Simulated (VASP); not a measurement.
# WC in VASP: single point with PBE

Aim: the single point of WC with PBE.

Everything below comes from runs of VASP 6.6.1. Logs are shortened: lines on timing, memory, paths and dates and some standing lists are left out, and cuts for length are marked.

### 1 The cell of the first run

The cell holds a slab with vacuum, 16 atoms: a = 5.687 Å, b = 5.687 Å, c = 16.189 Å, α = 90.00°, β = 90.00°, γ = 120.00°.

### 2 Single point, PBE

Input file INCAR:

```
PREC = Accurate
ENCUT = 520
EDIFF = 1E-6
ISMEAR = -1
SIGMA = 0.1
LREAL = Auto
LASPH = T
NELM = 80
ALGO = Normal
ISIF = 2
LWAVE = F
LCHARG = F
GGA = PE
NBANDS = 86
```

Input file KPOINTS:

```
Automatic mesh
0
Gamma
  3 3 1
```

Input file POSCAR:

```
WC
1.0
    5.6872000000      0.0000000000      0.0000000000
   -2.8436000000      4.9252600000      0.0000000000
    0.0000000000      0.0000000000     16.1894250000
W C
8 8
Direct
    0.0000000000      0.0000000000      0.0617687163
   -0.0143034585      0.0052586056      0.2439926063
   -0.0000030455      0.4999939090      0.0617687163
   -0.0167838057      0.4831013997      0.2452094500
    0.5000000000      0.0000000000      0.0617687163
    0.4983416483      0.0106796392      0.2516828115
    0.4999969545      0.4999939090      0.0617687163
    0.4951093428      0.4868778501      0.2402988370
    0.3569791211      0.1865282239      0.1404188228
    0.3279397247      0.1778586308      0.3227353658
    0.3146580109      0.6581175410      0.1482016810
    0.3300609442      0.6688783942      0.3139147931
    0.8135631714      0.1610270321      0.1531555321
    0.8124461821      0.1817569022      0.3336746055
    0.8347021909      0.6540365382      0.1509750964
    0.8198752284      0.6664419746      0.3149092695
```

Potentials or basis: VASP PAW PBE potentials, release 64 (W_sv, C).

Command:

```
$ cat potpaw_PBE.64/W_sv/POTCAR potpaw_PBE.64/C/POTCAR > POTCAR
$ mpirun -np 1 vasp_std > vasp.out
```

OUTCAR:

```text
PREC = Accurate
   ENCUT = 520
   EDIFF = 1E-6
   ISMEAR = -1
   LREAL = Auto
   LASPH = T
   NELM = 80
   ISIF = 2
   GGA = PE

 ion  position               nearest neighbor table
   1  0.000  0.000  0.062-   9 2.17  15 2.23  13 2.26   7 2.84   3 2.84   5 2.84   5 2.84   3 2.84
                             7 2.84   2 2.95
   2  0.986  0.005  0.244-  16 2.03  10 2.11  13 2.18  14 2.25  15 2.30   9 2.48   4 2.72   6 2.79
                             8 2.82   8 2.87   6 2.90   1 2.95   4 2.96
   3  1.000  0.500  0.062-  11 2.09  15 2.14  13 2.23   5 2.84   1 2.84   7 2.84   7 2.84   1 2.84
                             5 2.84   4 2.97
   4  0.983  0.483  0.245-  12 2.04  16 2.05  14 2.07  13 2.18  15 2.19  11 2.27   2 2.72   6 2.72
                             8 2.79   8 2.90   2 2.96   6 2.97   3 2.97
   5  0.500  0.000  0.062-   9 2.07  13 2.14  11 2.19   7 2.84   3 2.84   1 2.84   1 2.84   7 2.84
                             3 2.84   6 3.08
   6  0.498  0.011  0.252-  12 1.96  10 2.02  14 2.04  13 2.23   9 2.39  11 2.41   8 2.72   4 2.72
                             2 2.79   2 2.90   4 2.97   8 2.98   5 3.08
   7  0.500  0.500  0.062-   9 2.00  15 2.19  11 2.20   5 2.84   1 2.84   3 2.84   3 2.84   5 2.84
                             1 2.84   8 2.89
   8  0.495  0.487  0.240-  16 2.01  10 2.03  12 2.08   9 2.19  15 2.21  11 2.29   6 2.72   4 2.79
                             2 2.82   2 2.87   7 2.89   4 2.90   6 2.98
   9  0.357  0.187  0.140-   7 2.00   5 2.07   1 2.17   8 2.19   6 2.39   2 2.48
  10  0.328  0.178  0.323-   6 2.02   8 2.03   2 2.11
  11  0.315  0.658  0.148-   3 2.09   5 2.19   7 2.20   4 2.27   8 2.29   6 2.41
  12  0.330  0.669  0.314-   6 1.96   4 2.04   8 2.08
  13  0.814  0.161  0.153-   5 2.14   4 2.18   2 2.18   6 2.23   3 2.23   1 2.26
  14  0.812  0.182  0.334-   6 2.04   4 2.07   2 2.25
  15  0.835  0.654  0.151-   3 2.14   4 2.19   7 2.19   8 2.21   1 2.23   2 2.30
  16  0.820  0.666  0.315-   8 2.01   2 2.03   4 2.05

  LATTYP: Found a hexagonal cell.
 ALAT       =     5.6872000000
 C/A-ratio  =     2.8466424603

  Lattice vectors:

 A1 = (   5.6872000000,   0.0000000000,   0.0000000000)
 A2 = (  -2.8436000000,   4.9252600000,   0.0000000000)
 A3 = (   0.0000000000,   0.0000000000,  16.1894250000)

Analysis of symmetry for initial positions (statically):
=====================================================================
 Subroutine PRICEL returns:
 Original cell was already a primitive cell.

 Routine SETGRP: Setting up the symmetry group for a
 hexagonal supercell.

 Subroutine GETGRP returns: Found  1 space group operations
 (whereof  1 operations were pure point group operations)
 out of a pool of 24 trial point group operations.

The static configuration has the point symmetry C_1 .

Analysis of symmetry for dynamics (positions and initial velocities):
[... 129 lines left out ...]
   PSTRESS=    0.0 pullay stress
   NELECT =     144.0000    total number of electrons
   NUPDOWN=      -1.0000    fix difference up-down
   EMIN   =  10.00;   EMAX   =-10.00  energy-range for DOS
   EFERMI =   0.00;   METHOD = LEGACY
   ISMEAR =    -1;   SIGMA  =   0.10  broadening in eV -4-tet -1-fermi 0-gaus
   EFERMI_NEDOS =   21; number of points for ismear=-14 and -15
   IALGO  =     38    algorithm
   IMIX   =      4    mixing-type and parameters
     AMIX     =   0.40;   BMIX     =  1.00
     AMIX_MAG =   1.60;   BMIX_MAG =  1.00
  volume/ion in A,a.u.               =      28.34       191.27
  Fermi-wavevector in a.u.,A,eV,Ry     =   1.116887  2.110611 16.972410  1.247437
  Thomas-Fermi vector in A             =   2.253505
   LORBIT       =      0    0 simple, 1 ext, 2 COOP (PROOUT), +10 PAW based schemes
   GGA     = PE    functional components
   LHFCALC =     F    Hartree Fock is set to
   AEXX    =    0.0000 exact exchange contribution
   IVDW    =     0    specifies the selected vdW correction
   LEPSILON=     F    determine dielectric tensor
   LRPA    =     F    only Hartree local field effects (RPA)
 non-spin polarized calculation
  energy-cutoff  :      520.00
  volume of cell :      453.48
 maximum number of plane-waves:     12276
 NGX is ok and might be reduce to    42
   NGX = 21   NGY = 21   NGZ = 61

 number of electron     144.0000008 magnetization

 Free energy of the ion-electron system (eV)
  ---------------------------------------------------
  ext. energy  EPLUGINS =         0.00000000
  ---------------------------------------------------
  free energy    TOTEN  =      -160.05197660 eV

  energy without entropy =     -159.91082072  energy(sigma->0) =     -159.98139866

 E-fermi :   0.6525     XC(G=0):  -6.2650

 val. band max:        0.2217513910   @ k =  -0.3333   0.3333   0.0000
 cond. band min:       0.7200774307   @ k =   0.3333  -0.0000   0.0000
 fundamental gap:      0.4983260397
 Fermi energy:         0.6525352673

 k-point     1 :       0.0000    0.0000    0.0000
  band No.  band energies     occupation
      1     -73.3828      2.00000
      2     -73.2575      2.00000
      3     -73.2510      2.00000
      4     -73.1975      2.00000
      5     -73.1927      2.00000
      6     -73.1847      2.00000
[... 424 lines left out ...]
     83       3.3205      0.00000
     84       3.3361      0.00000
 [bands above 84 left out]

------------------------ aborting loop because EDIFF is reached ----------------------------------------

  FORCE on cell =-STRESS in cart. coord.  units (eV):
  Direction    XX          YY          ZZ          XY          YZ          ZX
  --------------------------------------------------------------------------------------
  -------------------------------------------------------------------------------------
  Total       20.1708703     22.7606935    -17.6423761      0.0514866     -1.6754656      2.5823305
  in kB       71.2649743     80.4149850    -62.3316427      0.1819054     -5.9195270      9.1235387
  external PRESSURE =      29.7827722 kB  Pullay stress =       0.0000000 kB

 VOLUME and BASIS-vectors are now :
 -----------------------------------------------------------------------------
  energy-cutoff  :      520.00
  volume of cell :      453.48
      direct lattice vectors                 reciprocal lattice vectors
     5.687200000  0.000000000  0.000000000     0.175833451  0.101517483  0.000000000
    -2.843600000  4.925260000  0.000000000     0.000000000  0.203034967  0.000000000
     0.000000000  0.000000000 16.189425000     0.000000000  0.000000000  0.061768716

 POSITION                                       TOTAL-FORCE (eV/Angst)
 -----------------------------------------------------------------------------------
      0.00000      0.00000      1.00000        -0.321235     -0.126086      1.736920
      5.59090      0.02590      3.95010         1.641656     -0.944648      2.033895
      4.26540      2.46260      1.00000        -0.139570     -0.162143      1.294963
      4.21800      2.37940      3.96980         0.563440      2.530374      1.096439
      2.84360      0.00000      1.00000         0.171139     -0.453731      1.334320
      2.80380      0.05260      4.07460        -0.649158     -1.581872     -0.054770
[... 8 lines left out ...]
      2.88730      3.22130      2.44420        -0.769658      1.153978     -1.288955
      2.76770      3.28240      5.09820         0.086291      0.442799     -0.673307
 -----------------------------------------------------------------------------------
    total drift:                                0.001009     -0.004117     -0.045745

  FREE ENERGIE OF THE ION-ELECTRON SYSTEM (eV)
  ---------------------------------------------------
  free  energy   TOTEN  =      -160.0519765962 eV

  energy  without entropy=     -159.9108207192  energy(sigma->0) =     -159.98139866
```

OSZICAR:

```text
N       E                     dE             d eps       ncg     rms          rms(c)
DAV:   1     0.171629200320E+04    0.17163E+04   -0.84551E+04  1020   0.160E+03
DAV:   2    -0.725811657165E+02   -0.17889E+04   -0.17511E+04   986   0.484E+02
DAV:   3    -0.180244443904E+03   -0.10766E+03   -0.10304E+03  1064   0.115E+02
DAV:   4    -0.185299415020E+03   -0.50550E+01   -0.49849E+01  1096   0.233E+01
[... 20 lines left out ...]
DAV:  25    -0.160051961784E+03   -0.33152E-04   -0.10352E-06   632   0.394E-03    0.118E-03
DAV:  26    -0.160051972044E+03   -0.10260E-04   -0.43720E-07   608   0.289E-03    0.649E-04
DAV:  27    -0.160051975283E+03   -0.32389E-05   -0.13742E-07   584   0.154E-03    0.395E-04
DAV:  28    -0.160051976422E+03   -0.11396E-05   -0.72251E-08   556   0.843E-04    0.167E-04
DAV:  29    -0.160051976596E+03   -0.17400E-06   -0.21736E-08   518   0.437E-04
   1 F= -.16005198E+03 E0= -.15998140E+03  d E =-.141156E+00
```

Run time: 16 min. Hardware: 1 thread of Intel Xeon 8259CL, shared host; peak memory 0.53 GiB.

Results:

```
Free energy            : -160.0520 eV
Largest force          : 3.259 eV/Å
Band gap on the k mesh : zero (bands 72 and 73 overlap by 1.06 eV)
```

Forces on the atoms (eV/Å):
```
W   -0.321 -0.126  1.737
W    1.642 -0.945  2.034
W   -0.140 -0.162  1.295
W    0.563  2.530  1.096
W    0.171 -0.454  1.334
W   -0.649 -1.582 -0.055
W   -0.121  0.913 -0.035
W   -2.104  1.727  1.242
C   -1.443 -1.918  1.245
C   -0.479 -0.446 -1.948
C    1.082  0.404 -0.708
C    0.231 -0.728 -0.498
C    1.239 -0.091 -1.766
C    1.012 -0.718 -3.013
C   -0.770  1.154 -1.289
C    0.086  0.443 -0.673
```

Caveat: the k points lie up to 0.43 Å⁻¹ apart, too coarse for converged energies and pressures of a metal; the atoms stand as in a frame of molecular dynamics; there is no dipole correction, which matters where the two faces differ; spin-orbit coupling is left out, which moves the levels of the heavy elements.

The gap in the log of VASP goes by the Fermi energy; the results here count the filled bands.